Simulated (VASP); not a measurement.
# W (I4/mmm) in VASP: single point with PBEsol

Aim: the single point of W with PBEsol.

Program: VASP 6.6.1. These are calculated values, not measurements. Logs are shortened: lines on timing, memory, paths and dates and some standing lists are left out, and cuts for length are marked.

### 1 The cell of the first run

The structure is tetragonal, space group I4/mmm (No. 139). The conventional cell has a = 2.791 Å, b = 2.791 Å, c = 4.186 Å, α = 90.00°, β = 90.00°, γ = 90.00°. W (site symmetry 4/mmm) has 12 W at 2.79 to 2.88 Å within 3.7 Å.

### 2 Single point, PBEsol

File INCAR:

```
ALGO = Fast
EDIFF = 1E-6
ENCUT = 520
GGA = PS
ISIF = 2
ISMEAR = 0
LASPH = T
LCHARG = F
LREAL = F
LWAVE = F
NBANDS = 13
NELM = 60
PREC = Accurate
SIGMA = 0.15
```

File KPOINTS:

```
k-points
0
Gamma
  24 24 24
```

File POSCAR:

```
W
1.0
   -1.3953700763      1.3953700763      2.0930551145
    1.3953700763     -1.3953700763      2.0930551145
    1.3953700763      1.3953700763     -2.0930551145
W
1
Direct
    0.0000000000      0.0000000000      0.0000000000
```

Potentials or basis: VASP PAW PBE potentials, release 64 (W_sv).

The run is started by

```
$ cat potpaw_PBE.64/W_sv/POTCAR > POTCAR
$ mpirun -np 1 vasp_std > vasp.out
```

OUTCAR:

```text
EDIFF = 1E-6
   ENCUT = 520
   GGA = PS
   ISIF = 2
   ISMEAR = 0
   LASPH = T
   LREAL = F
   NELM = 60
   PREC = Accurate

 ion  position               nearest neighbor table
   1  0.000  0.000  0.000-

  LATTYP: Found a body centered tetragonal cell.
 ALAT       =     2.7907401526
 C/A-ratio  =     1.5000000000

  Lattice vectors:

 A1 = (  -1.3953700763,   1.3953700763,   2.0930551145)
 A2 = (   1.3953700763,  -1.3953700763,   2.0930551145)
 A3 = (   1.3953700763,   1.3953700763,  -2.0930551145)

Analysis of symmetry for initial positions (statically):
=====================================================================
 Subroutine PRICEL returns:
 Original cell was already a primitive cell.

 Routine SETGRP: Setting up the symmetry group for a
 body centered tetragonal supercell.

 Subroutine GETGRP returns: Found 16 space group operations
 (whereof 16 operations were pure point group operations)
 out of a pool of 16 trial point group operations.

The static configuration has the point symmetry D_4h.

Analysis of symmetry for dynamics (positions and initial velocities):
=====================================================================
 Subroutine PRICEL returns:
 Original cell was already a primitive cell.

 Routine SETGRP: Setting up the symmetry group for a
 body centered tetragonal supercell.

 Subroutine GETGRP returns: Found 16 space group operations
 (whereof 16 operations were pure point group operations)
 out of a pool of 16 trial point group operations.

The dynamic configuration has the point symmetry D_4h.

 Subroutine INISYM returns: Found 16 space group operations
 (whereof 16 operations are pure point group operations),
 and found     1 'primitive' translations

----------------------------------------------------------------------------------------

                                     Primitive cell

  volume of cell :      16.3012

  direct lattice vectors                    reciprocal lattice vectors
    -1.395370076  1.395370076  2.093055114     0.000000000  0.358327879  0.238885253
     1.395370076 -1.395370076  2.093055114     0.358327879  0.000000000  0.238885253
     1.395370076  1.395370076 -2.093055114     0.358327879  0.358327879  0.000000000

  length of vectors
     2.876629106  2.876629106  2.876629106     0.430656514  0.430656514  0.506752146

  position of ions in fractional coordinates (direct lattice)
     0.000000000  0.000000000  0.000000000

  ion indices of the primitive-cell ions
[... 83 lines left out ...]
   TEBEG  =    0.0;   TEEND  =   0.0 temperature during run
   PSTRESS=    0.0 pullay stress
   NELECT =      14.0000    total number of electrons
   NUPDOWN=      -1.0000    fix difference up-down
   EMIN   =  10.00;   EMAX   =-10.00  energy-range for DOS
   EFERMI =   0.00;   METHOD = LEGACY
   ISMEAR =     0;   SIGMA  =   0.15  broadening in eV -4-tet -1-fermi 0-gaus
   EFERMI_NEDOS =   21; number of points for ismear=-14 and -15
   IALGO  =     68    algorithm
   IMIX   =      4    mixing-type and parameters
     AMIX     =   0.40;   BMIX     =  1.00
     AMIX_MAG =   1.60;   BMIX_MAG =  1.00
  volume/ion in A,a.u.               =      16.30       110.01
  Fermi-wavevector in a.u.,A,eV,Ry     =   1.556125  2.940649 32.946829  2.421524
  Thomas-Fermi vector in A             =   2.659966
   LORBIT       =      0    0 simple, 1 ext, 2 COOP (PROOUT), +10 PAW based schemes
   GGA     = PS    functional components
   LHFCALC =     F    Hartree Fock is set to
   AEXX    =    0.0000 exact exchange contribution
   IVDW    =     0    specifies the selected vdW correction
   LEPSILON=     F    determine dielectric tensor
   LRPA    =     F    only Hartree local field effects (RPA)
 non-spin polarized calculation
 RMM-DIIS sequential band-by-band and
 Gauss-broadening in eV      SIGMA  =   0.15
  energy-cutoff  :      520.00
  volume of cell :       16.30
 maximum number of plane-waves:       452
 NGX is ok and might be reduce to    24
   NGX = 11   NGY = 11   NGZ = 11

 number of electron      14.0000001 magnetization

 Free energy of the ion-electron system (eV)
  ---------------------------------------------------
  ext. energy  EPLUGINS =         0.00000000
  ---------------------------------------------------
  free energy    TOTEN  =       -13.34034623 eV

  energy without entropy =      -13.32753511  energy(sigma->0) =      -13.33394067

 E-fermi :  10.4984     XC(G=0): -13.5942

 val. band max:       10.4972917546   @ k =   0.1250   0.0417   0.0000
 cond. band min:      10.4992915674   @ k =   0.3750   0.1250   0.0833
 fundamental gap:      0.0019998129
 Fermi energy:        10.4984212208

 k-point     1 :       0.0000    0.0000    0.0000
  band No.  band energies     occupation
      1     -63.2183      2.00000
      2     -26.8732      2.00000
      3     -26.8127      2.00000
      4     -26.8127      2.00000
      5       1.3714      2.00000
      6       9.3250      2.00000
      7      10.1327      1.99943
      8      10.1327      1.99943
      9      12.3383      0.00000
     10      13.5624      0.00000
     11      23.3014      0.00000
     12      27.2515      0.00000
     13      29.1223      0.00000
[... 354 lines left out ...]
  band No.  band energies     occupation
      1     -63.1074      2.00000
      2     -27.9992      2.00000
      3     -27.0622      2.00000
      4     -26.9363      2.00000
      5       4.8318      2.00000
      6       9.2136      2.00000
      7       9.9637      2.00000
      8      10.9483      0.00002
      9      15.2984      0.00000
     10      15.6787      0.00000
     11      20.8515      0.00000
     12      23.0955      0.00000
     13      29.0741      0.00000

 [... further k-points ...]

------------------------ aborting loop because EDIFF is reached ----------------------------------------

  FORCE on cell =-STRESS in cart. coord.  units (eV):
  Direction    XX          YY          ZZ          XY          YZ          ZX
  --------------------------------------------------------------------------------------
  -------------------------------------------------------------------------------------
  Total       -0.9266350     -0.9266350      0.2540343      0.0000000      0.0000000      0.0000000
  in kB      -91.0751292    -91.0751292     24.9679804      0.0000000      0.0000000      0.0000000
  external PRESSURE =     -52.3940927 kB  Pullay stress =       0.0000000 kB

 VOLUME and BASIS-vectors are now :
 -----------------------------------------------------------------------------
  energy-cutoff  :      520.00
  volume of cell :       16.30
      direct lattice vectors                 reciprocal lattice vectors
    -1.395370076  1.395370076  2.093055114     0.000000000  0.358327879  0.238885253
     1.395370076 -1.395370076  2.093055114     0.358327879  0.000000000  0.238885253
     1.395370076  1.395370076 -2.093055114     0.358327879  0.358327879  0.000000000

 POSITION                                       TOTAL-FORCE (eV/Angst)
 -----------------------------------------------------------------------------------
      0.00000      0.00000      0.00000        -0.000000      0.000000     -0.000000
 -----------------------------------------------------------------------------------
    total drift:                                0.000000      0.000000      0.000000

  FREE ENERGIE OF THE ION-ELECTRON SYSTEM (eV)
  ---------------------------------------------------
  free  energy   TOTEN  =       -13.3403462306 eV

  energy  without entropy=      -13.3275351099  energy(sigma->0) =      -13.33394067
```

OSZICAR:

```text
N       E                     dE             d eps       ncg     rms          rms(c)
DAV:   1     0.841465683035E+02    0.84147E+02   -0.74773E+03 27765   0.122E+03
DAV:   2    -0.123712324392E+02   -0.96518E+02   -0.92873E+02 30691   0.316E+02
DAV:   3    -0.140255241636E+02   -0.16543E+01   -0.16455E+01 30693   0.399E+01
DAV:   4    -0.140324739369E+02   -0.69498E-02   -0.69493E-02 31038   0.286E+00
DAV:   5    -0.140325343015E+02   -0.60365E-04   -0.60365E-04 30913   0.252E-01    0.200E+01
RMM:   6    -0.134814966956E+02    0.55104E+00   -0.43748E-01 30072   0.606E+00    0.811E+00
RMM:   7    -0.133443170465E+02    0.13718E+00   -0.29116E-01 30257   0.491E+00    0.765E-01
RMM:   8    -0.133405446287E+02    0.37724E-02   -0.11624E-02 34310   0.117E+00    0.229E-01
RMM:   9    -0.133403483456E+02    0.19628E-03   -0.16393E-03 33735   0.481E-01    0.224E-02
RMM:  10    -0.133403501421E+02   -0.17965E-05   -0.22820E-04 35688   0.186E-01    0.874E-03
RMM:  11    -0.133403452625E+02    0.48796E-05   -0.41383E-05 35581   0.780E-02    0.466E-03
RMM:  12    -0.133403462623E+02   -0.99979E-06   -0.10080E-05 31098   0.381E-02    0.240E-03
RMM:  13    -0.133403462306E+02    0.31612E-07   -0.19026E-06 25572   0.168E-02
   1 F= -.13340346E+02 E0= -.13333941E+02  d E =-.128111E-01
```

Wall time 2.7 min (1 thread of Intel Xeon 6975P-C, shared host); peak memory 0.32 GiB.

What came out:

```yaml
Free_energy: -13.3403 eV
Pressure: -5.2 GPa
Band_gap_on_the_k_mesh: zero (band 7 reaches 13.91 eV, above the bottom of band 8 at 9.97 eV)
```

Levels at points of the mesh, in eV from the Fermi level:
```
           k point  band 3  band 4  band 5  band 6  band 7  band 8  band 9  band 10  band 11  band 12
(0.00, 0.00, 0.00)  -37.31  -37.31   -9.13   -1.17   -0.37   -0.37    1.84     3.06    12.80    16.75
(0.50, 0.00, 0.00)  -37.56  -37.42   -5.73   -1.31   -0.45    0.59    4.76     5.22    10.33    12.34
(0.50, 0.50, 0.00)  -37.86  -37.75   -5.62   -4.67    3.41    4.83    5.25     6.25    10.99    11.89
(0.50, 0.50, 0.50)  -37.66  -37.66   -5.68   -4.55    2.25    5.05    5.69     5.69    12.05    12.32
```

Caveat: the PAW data sets were made with another functional, which shifts forces and pressure a little; spin-orbit coupling is left out, which moves the levels of the heavy elements.
